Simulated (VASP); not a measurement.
## SnGe15: single point with PBEsol

The system is SnGe15.

```
Ge Sn
1.0
     0.00000    5.73607    5.73607
     5.73607    0.00000    5.73607
     5.73607    5.73607    0.00000
Ge Sn
15 1
Direct
  0.99728 0.00232 0.99914
  0.49692 0.49983 0.49783
  0.62233 0.63061 0.62237
  0.00035 0.99857 0.50485
  0.49922 0.50099 0.00249
  0.12433 0.12049 0.62750
  0.62394 0.62635 0.12204
  0.99499 0.50509 0.99857
  0.50092 0.99973 0.49544
  0.12888 0.62122 0.12378
  0.63002 0.12908 0.62307
  0.50101 0.00136 0.99521
  0.00225 0.49751 0.50155
  0.62565 0.12396 0.12497
  0.12387 0.62348 0.62813
  0.12897 0.12535 0.11962
```

```yaml
Program: VASP 6.6.1
Task: single point
Functional: PBEsol
Potentials_or_basis: VASP PAW PBE potentials, release 64 (Ge_d, Sn_d)
Cutoff: 520 eV
k_mesh: 1 × 1 × 1, shifted
Occupations: gaussian, width 0.05 eV
Spin: no spin polarisation
```

| Item | Value |
| --- | --- |
| Largest force | 1.444 eV/Å |

Forces in eV/Å, atoms in the order of the input:
```
Ge  -0.774 -0.692 -1.003
Ge   0.295 -0.005  0.168
Ge  -0.356  0.426 -0.083
Ge   0.347  0.210 -0.601
Ge  -0.307 -0.359 -0.064
Ge  -0.010  0.206  0.411
Ge   0.112  0.224  0.192
Ge   0.757 -0.540  0.522
Ge   0.497  0.038 -0.020
Ge   0.195 -0.028  0.026
Ge  -0.336 -0.060 -0.227
Ge  -0.683  0.803  0.774
Ge   0.140 -0.382 -0.246
Ge  -0.173 -0.053  0.175
Ge  -0.159 -0.005  0.182
Sn   0.457  0.218 -0.206
```

Levels at points of the mesh, in eV from the Fermi level:
```csv
k point,band 107,band 108,band 109,band 110,band 111,band 112,band 113,band 114,band 115,band 116
"(0.25, 0.25, 0.25)",-1.40,-1.37,-0.92,-0.89,-0.03,0.01,0.49,1.09,1.18,1.20
```

Wall time 24 min on 1 thread of AMD EPYC 7R13 Processor (Zen 3), with other jobs on the host, peak memory 0.5 GiB.

Caveat: the k points lie up to 0.95 Å⁻¹ apart; the cell carries a net charge on a neutralising background, which shifts energy and pressure; the cell is charged against a uniform background, so pressure and absolute levels hang on convention; the PAW data sets were made with another functional, which shifts forces and pressure a little; spin-orbit coupling is left out, which moves the levels of the heavy elements.
